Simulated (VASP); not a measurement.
# SiC: single point with PBEsol

The system is SiC.

```
Si C
1.0
     3.29350    0.00000    0.00000
    -1.64675    2.85225    0.00000
     0.00000    0.00000   10.88190
Si C
4 4
Direct
  0.66667 0.33333 0.93783
  0.33333 0.66667 0.43783
  0.00000 0.00000 0.68790
  0.00000 0.00000 0.18790
  0.66667 0.33333 0.74982
  0.33333 0.66667 0.24982
  0.00000 0.00000 0.50045
  0.00000 0.00000 0.00045
```

```yaml
Program: VASP 6.6.1
Task: single point
Functional: PBEsol
Potentials_or_basis: VASP PAW PBE potentials, release 64 (Si, C)
Cutoff: 520 eV
k_mesh: 12 × 12 × 4
Occupations: gaussian, width 0.05 eV
Spin: no spin polarisation
```

- Pressure: -30.6 GPa
- Largest force: 0.061 eV/Å
- Band gap on the k mesh: 1.98 eV (least direct gap 3.05 eV)

Forces on the atoms (eV/Å):
```
Si   0.000  0.000  0.061
Si   0.000  0.000  0.061
Si   0.000  0.000 -0.010
Si   0.000  0.000 -0.010
C    0.000  0.000 -0.034
C    0.000  0.000 -0.034
C    0.000  0.000 -0.016
C    0.000  0.000 -0.016
```

Stress tensor (GPa, compression positive):
```
-29.79   0.00   0.00
  0.00 -29.79   0.00
  0.00   0.00 -32.27
```

Levels at points of the mesh, in eV from the valence-band top:
| k point | band 14 | band 15 | band 16 | band 17 | band 18 | band 19 |
| --- | --- | --- | --- | --- | --- | --- |
| (0.00, 0.00, 0.00) | -0.08 | 0.00 | 0.00 | 3.42 | 3.82 | 3.97 |
| (0.50, 0.00, 0.00) | -2.03 | -1.45 | -1.07 | 1.98 | 2.06 | 3.40 |
| (0.00, 0.00, 0.50) | -0.19 | -0.19 | -0.19 | 3.62 | 3.62 | 4.61 |
| (0.50, 0.00, 0.50) | -2.23 | -1.42 | -1.42 | 2.38 | 2.38 | 3.51 |

Run time: 3.5 min on 1 thread of Intel Xeon 8259CL (shared host), peak memory 0.27 GiB.

Caveat: the cell stands under tension; the PAW data sets were made with another functional, which shifts forces and pressure a little. A k mesh can miss the band edges.
